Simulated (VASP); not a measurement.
# Cd3SeS2 (P1) in VASP: single point with PBE

Aim: the single point of Cd3SeS2 with PBE.

Everything below comes from runs of VASP 6.6.1. Logs are shortened: lines on timing, memory, paths and dates and some standing lists are left out, and cuts for length are marked.

## (1) The cell of the first run

The typed cell holds 12 atoms: a = 4.257 Å, b = 4.257 Å, c = 20.822 Å, α = 90.01°, β = 90.00°, γ = 120.00°.

## (2) Single point, PBE

Input file INCAR:

```
SYSTEM = Cd3SeS2
  PREC = Accurate
  ENCUT = 520
  EDIFF = 1E-7
  ISMEAR = 0
  SIGMA = 0.1
  LREAL = .FALSE.
  LASPH = .TRUE.
  NELM = 60
  ALGO = Normal
  ISIF = 2
  LWAVE = .FALSE.
  LCHARG = .TRUE.
  GGA = PE
  LELF = .TRUE.
  LVHAR = .TRUE.
  NBANDS = 66
```

Input file KPOINTS:

```
Automatic mesh
0
G
  6 6 1
  0 0 0
```

Input file POSCAR:

```
Cd3SeS2
1.0
    4.2568788768      0.0001328748     -0.0001347629
   -2.1283201875      3.6866616707     -0.0001847584
   -0.0007052581     -0.0014649578     20.8224865200
Cd Se S
6 2 4
Direct
    0.3335144323      0.6659360666      0.0016888343
    0.3330101822      0.6660545940      0.3394304705
    0.3333719654      0.6674642981      0.6634560404
    0.6662874123      0.3327207134      0.1776400209
    0.6668079646      0.3335497858      0.5014427292
    0.6670703424      0.3343381160      0.8254767927
    0.3330178852      0.6661183998      0.1303431620
    0.6667798118      0.3326021030      0.9544943822
    0.3334409215      0.6668666855      0.4630090987
    0.3337035197      0.6676217662      0.7870451277
    0.6663166328      0.3326596344      0.3009626941
    0.6666789298      0.3340678371      0.6250106273
```

Potentials or basis: VASP PAW PBE potentials, release 64 (Cd, Se, S).

Run with:

```bash
$ cat potpaw_PBE.64/Cd/POTCAR potpaw_PBE.64/Se/POTCAR potpaw_PBE.64/S/POTCAR > POTCAR
$ mpirun -np 1 vasp_std > vasp.out
```

OUTCAR:

```text
SYSTEM = Cd3SeS2
   PREC = Accurate
   ENCUT = 520
   EDIFF = 1E-7
   ISMEAR = 0
   LREAL = .FALSE.
   LASPH = .TRUE.
   NELM = 60
   ISIF = 2
   GGA = PE

 ion  position               nearest neighbor table
   1  0.334  0.666  0.002-   8 2.65   8 2.65   8 2.65   7 2.68
   2  0.333  0.666  0.339-   9 2.57  11 2.58  11 2.59  11 2.59
   3  0.333  0.667  0.663-  10 2.57  12 2.58  12 2.58  12 2.58
   4  0.666  0.333  0.178-  11 2.57   7 2.65   7 2.65   7 2.65
   5  0.667  0.334  0.501-  12 2.57   9 2.58   9 2.58   9 2.58
   6  0.667  0.334  0.825-  10 2.58  10 2.58  10 2.58   8 2.69
   7  0.333  0.666  0.130-   4 2.65   4 2.65   4 2.65   1 2.68
   8  0.667  0.333  0.954-   1 2.65   1 2.65   1 2.65   6 2.69
   9  0.333  0.667  0.463-   2 2.57   5 2.58   5 2.58   5 2.58
  10  0.334  0.668  0.787-   3 2.57   6 2.58   6 2.58   6 2.58
  11  0.666  0.333  0.301-   4 2.57   2 2.58   2 2.59   2 2.59
  12  0.667  0.334  0.625-   5 2.57   3 2.58   3 2.58   3 2.58

  LATTYP: Found a triclinic cell.
 ALAT       =     4.2569027624
 B/A-ratio  =     0.9999943900
 C/A-ratio  =     5.1888631043
 COS(alpha) =     0.0000405560
 COS(beta)  =     0.2890099667
 COS(gamma) =     0.4999421463

  Lattice vectors:

 A1 = (  -2.1283201875,   3.6866616707,  -0.0001847584)
 A2 = (  -4.2568788768,  -0.0001328748,   0.0001347629)
 A3 = (  -0.0004667563,   7.3719912584,  20.8219822403)

Analysis of symmetry for initial positions (statically):
=====================================================================
 Subroutine PRICEL returns:
 Original cell was already a primitive cell.

 Routine SETGRP: Setting up the symmetry group for a
 triclinic supercell.

 Subroutine GETGRP returns: Found  1 space group operations
 (whereof  1 operations were pure point group operations)
 out of a pool of  2 trial point group operations.

The static configuration has the point symmetry C_1 .

Analysis of symmetry for dynamics (positions and initial velocities):
=====================================================================
 Subroutine PRICEL returns:
 Original cell was already a primitive cell.

 Routine SETGRP: Setting up the symmetry group for a
 triclinic supercell.

 Subroutine GETGRP returns: Found  1 space group operations
 (whereof  1 operations were pure point group operations)
 out of a pool of  2 trial point group operations.

The dynamic configuration has the point symmetry C_1 .

 Subroutine INISYM returns: Found  1 space group operations
 (whereof  1 operations are pure point group operations),
 and found     1 'primitive' translations

----------------------------------------------------------------------------------------

                                     Primitive cell

  volume of cell :     326.7872

  direct lattice vectors                    reciprocal lattice vectors
     4.256878877  0.000132875 -0.000134763     0.234909663  0.135614012  0.000017497
    -2.128320187  3.686661671 -0.000184758    -0.000008466  0.271243221  0.000019083
    -0.000705258 -0.001464958 20.822486520     0.000001520  0.000003284  0.048025004

  length of vectors
     4.256878881  4.256902762 20.822486583     0.271244743  0.271243221  0.048025004

  position of ions in fractional coordinates (direct lattice)
     0.333514432  0.665936067  0.001688834
     0.333010182  0.666054594  0.339430470
     0.333371965  0.667464298  0.663456040
     0.666287412  0.332720713  0.177640021
     0.666807965  0.333549786  0.501442729
     0.667070342  0.334338116  0.825476793
     0.333017885  0.666118400  0.130343162
     0.666779812  0.332602103  0.954494382
     0.333440921  0.666866685  0.463009099
     0.333703520  0.667621766  0.787045128
     0.666316633  0.332659634  0.300962694
     0.666678930  0.334067837  0.625010627

  ion indices of the primitive-cell ions
   primitive index   ion index
                 1           1
                 2           2
                 3           3
                 4           4
                 5           5
                 6           6
                 7           7
                 8           8
                 9           9
                10          10
                11          11
                12          12

----------------------------------------------------------------------------------------

 KPOINTS: Automatic mesh

Automatic generation of k-mesh.
 Grid dimensions read from file:
 generate k-points for:    6    6    1

 Generating k-lattice:

  Cartesian coordinates                     Fractional coordinates (reciprocal lattice)
     0.039151611  0.022602335  0.000002916     0.166666667  0.000000000  0.000000000
    -0.000001411  0.045207203  0.000003180     0.000000000  0.166666667 -0.000000000
     0.000001520  0.000003284  0.048025004     0.000000000  0.000000000  1.000000000

  Length of vectors
     0.045207457  0.045207204  0.048025004

  Shift w.r.t. Gamma in fractional coordinates (k-lattice)
     0.000000000  0.000000000  0.000000000

 Subroutine IBZKPT returns following result:
 ===========================================

 Found     20 irreducible k-points:

 Following reciprocal coordinates:
            Coordinates               Weight
  0.000000  0.000000  0.000000      1.000000
  0.166667  0.000000  0.000000      2.000000
 -0.000000 -0.166667  0.000000      2.000000
  0.333333 -0.000000  0.000000      2.000000
 -0.000000 -0.333333  0.000000      2.000000
  0.500000  0.000000  0.000000      1.000000
[... 12 lines left out ...]
 -0.333333  0.333333 -0.000000      2.000000
  0.500000  0.500000  0.000000      1.000000
   k-points           NKPTS =     20   k-points in BZ     NKDIM =     20   number of bands    NBANDS=     66
   number of dos      NEDOS =    301   number of ions     NIONS =     12
   total plane-waves  NPLWV = 163840
   dimension x,y,z NGX =    32 NGY =   32 NGZ =  160
   dimension x,y,z NGXF=    64 NGYF=   64 NGZF=  320
   ions per type =               6   2   4
   NGX,Y,Z   is equivalent  to a cutoff of  12.50, 12.50, 12.77 a.u.
   NGXF,Y,Z  is equivalent  to a cutoff of  24.99, 24.99, 25.55 a.u.
 SYSTEM =  Cd3SeS2
   PREC   = accura    normal or accurate (medium, high low for compatibility)
   ISTART =      0    job   : 0-new  1-cont  2-samecut
   ICHARG =      2    charge: 1-file 2-atom 10-const
   ISPIN  =      1    spin polarized calculation?
   LNONCOLLINEAR =      F non collinear calculations
   LSORBIT =      F    spin-orbit coupling
   LASPH  =      T    aspherical Exc in radial PAW
   ENCUT  =  520.0 eV  38.22 Ry    6.18 a.u.   7.91  7.92 38.72*2*pi/ulx,y,z
   NELM   =     60;   NELMIN=  2; NELMDL= -5     # of ELM steps
   EDIFF  = 0.1E-06   stopping-criterion for ELM
   LREAL  =      F    real-space projection
   EDIFFG = 0.1E-05   stopping-criterion for IOM
   NSW    =      0    number of steps for IOM
   IBRION =     -1    ionic relax: 0-MD 1-quasi-New 2-CG
   NFREE  =      0    steps in history (QN), initial steepest desc. (CG)
   ISIF   =      2    stress and relaxation
   ISYM   =      2    0-nonsym 1-usesym 2-fastsym
   POTIM  = 0.5000    time-step for ionic-motion
   TEBEG  =    0.0;   TEEND  =   0.0 temperature during run
   PSTRESS=    0.0 pullay stress
   NELECT =     108.0000    total number of electrons
   NUPDOWN=      -1.0000    fix difference up-down
   EMIN   =  10.00;   EMAX   =-10.00  energy-range for DOS
   EFERMI =   0.00;   METHOD = LEGACY
   ISMEAR =     0;   SIGMA  =   0.10  broadening in eV -4-tet -1-fermi 0-gaus
   EFERMI_NEDOS =   21; number of points for ismear=-14 and -15
   IALGO  =     38    algorithm
   IMIX   =      4    mixing-type and parameters
     AMIX     =   0.40;   BMIX     =  1.00
     AMIX_MAG =   1.60;   BMIX_MAG =  1.00
  volume/ion in A,a.u.               =      27.23       183.77
  Fermi-wavevector in a.u.,A,eV,Ry     =   1.131864  2.138914 17.430657  1.281117
  Thomas-Fermi vector in A             =   2.268564
   LORBIT       =      0    0 simple, 1 ext, 2 COOP (PROOUT), +10 PAW based schemes
   GGA     = PE    functional components
   LHFCALC =     F    Hartree Fock is set to
   AEXX    =    0.0000 exact exchange contribution
   IVDW    =     0    specifies the selected vdW correction
   LEPSILON=     F    determine dielectric tensor
   LRPA    =     F    only Hartree local field effects (RPA)
 non-spin polarized calculation
 Gauss-broadening in eV      SIGMA  =   0.10
  energy-cutoff  :      520.00
  volume of cell :      326.79
 maximum number of plane-waves:      8886
   NGX = 15   NGY = 15   NGZ = 77

 number of electron     108.0000001 magnetization

 Free energy of the ion-electron system (eV)
  ---------------------------------------------------
  ext. energy  EPLUGINS =         0.00000000
  ---------------------------------------------------
  free energy    TOTEN  =       -35.50252919 eV

  energy without entropy =      -35.50252905  energy(sigma->0) =      -35.50252912

 E-fermi :   1.3606     XC(G=0):  -8.8219

 val. band max:        1.0338766864   @ k =   0.0000   0.0000   0.0000
 cond. band min:       1.6771296545   @ k =   0.0000   0.0000   0.0000
 fundamental gap:      0.6432529681
 Fermi energy:         1.3606014146

 k-point     1 :       0.0000    0.0000    0.0000
  band No.  band energies     occupation
      1     -11.3927      2.00000
      2     -11.2938      2.00000
      3     -11.2783      2.00000
      4     -11.1171      2.00000
      5     -11.0952      2.00000
      6     -10.9974      2.00000
[... 58 lines left out ...]
     65       7.1570      0.00000
     66       7.1610      0.00000

 k-point     2 :       0.1667    0.0000    0.0000
  band No.  band energies     occupation
      1     -11.3122      2.00000
      2     -11.2224      2.00000
      3     -11.2071      2.00000
      4     -11.0677      2.00000
      5     -11.0482      2.00000
      6     -10.9616      2.00000
[... 58 lines left out ...]
     65       6.4999      0.00000
     66       7.2366      0.00000

 k-point     3 :      -0.0000   -0.1667    0.0000
  band No.  band energies     occupation
      1     -11.3122      2.00000
      2     -11.2224      2.00000
      3     -11.2071      2.00000
      4     -11.0677      2.00000
      5     -11.0482      2.00000
      6     -10.9616      2.00000
[... 1162 lines left out ...]
     65       6.3028      0.00000
     66       6.7759      0.00000

 k-point    20 :       0.5000    0.5000    0.0000
  band No.  band energies     occupation
      1     -11.0402      2.00000
      2     -10.9933      2.00000
      3     -10.9754      2.00000
      4     -10.9383      2.00000
      5     -10.9192      2.00000
      6     -10.8791      2.00000
[... 58 lines left out ...]
     65       6.2295      0.00000
     66       6.9017      0.00000

------------------------ aborting loop because EDIFF is reached ----------------------------------------

  FORCE on cell =-STRESS in cart. coord.  units (eV):
  Direction    XX          YY          ZZ          XY          YZ          ZX
  --------------------------------------------------------------------------------------
  -------------------------------------------------------------------------------------
  Total        0.5645212      0.5749266      0.5864635     -0.0046072      0.0033214      0.0019400
  in kB        2.7677434      2.8187592      2.8753227     -0.0225882      0.0162841      0.0095113
  external PRESSURE =       2.8206084 kB  Pullay stress =       0.0000000 kB

 VOLUME and BASIS-vectors are now :
 -----------------------------------------------------------------------------
  energy-cutoff  :      520.00
  volume of cell :      326.79
      direct lattice vectors                 reciprocal lattice vectors
     4.256878877  0.000132875 -0.000134763     0.234909663  0.135614012  0.000017497
    -2.128320187  3.686661671 -0.000184758    -0.000008466  0.271243221  0.000019083
    -0.000705258 -0.001464958 20.822486520     0.000001520  0.000003284  0.048025004

 POSITION                                       TOTAL-FORCE (eV/Angst)
 -----------------------------------------------------------------------------------
      0.00240      2.45512      0.03500        -0.001249      0.000190      0.003423
     -0.00023      2.45506      7.06762        -0.000036     -0.000063     -0.002508
     -0.00192      2.45979     13.81464         0.000100     -0.000403     -0.005774
      2.12804      1.22646      3.69876         0.001000      0.001588      0.000865
      2.12827      1.22904     10.44113        -0.000090      0.000286     -0.006077
      2.12748      1.23147     17.18833         0.000347     -0.000730      0.000212
     -0.00019      2.45561      2.71390        -0.000627     -0.001486     -0.004619
      2.12984      1.22488     19.87480         0.000246      0.001386     -0.003655
     -0.00021      2.45788      9.64083        -0.000507     -0.000571      0.004487
     -0.00093      2.46019     16.38807        -0.000197     -0.001088      0.005475
      2.12821      1.22605      6.26664         0.000106      0.001208      0.002331
      2.12653      1.23077     13.01412         0.000907     -0.000317      0.005840
 -----------------------------------------------------------------------------------
    total drift:                                0.000077     -0.000115      0.001385

  FREE ENERGIE OF THE ION-ELECTRON SYSTEM (eV)
  ---------------------------------------------------
  free  energy   TOTEN  =       -35.5025291892 eV

  energy  without entropy=      -35.5025290475  energy(sigma->0) =      -35.50252912
```

It took 11 min on 1 thread of Intel Xeon Platinum 8259CL at 2.50GHz (Skylake/Cascade Lake), shared host; peak memory 0.61 GiB.

What came out:

```
Free energy            : -35.5025 eV
Pressure               : 0.3 GPa
Largest force          : 0.006 eV/Å
Band gap on the k mesh : 0.64 eV
```

Forces in eV/Å, atoms in the order of the input:
```
Cd  -0.001  0.000  0.003
Cd   0.000  0.000 -0.003
Cd   0.000  0.000 -0.006
Cd   0.001  0.002  0.001
Cd   0.000  0.000 -0.006
Cd   0.000 -0.001  0.000
Se  -0.001 -0.001 -0.005
Se   0.000  0.001 -0.004
S   -0.001 -0.001  0.004
S    0.000 -0.001  0.005
S    0.000  0.001  0.002
S    0.001  0.000  0.006
```
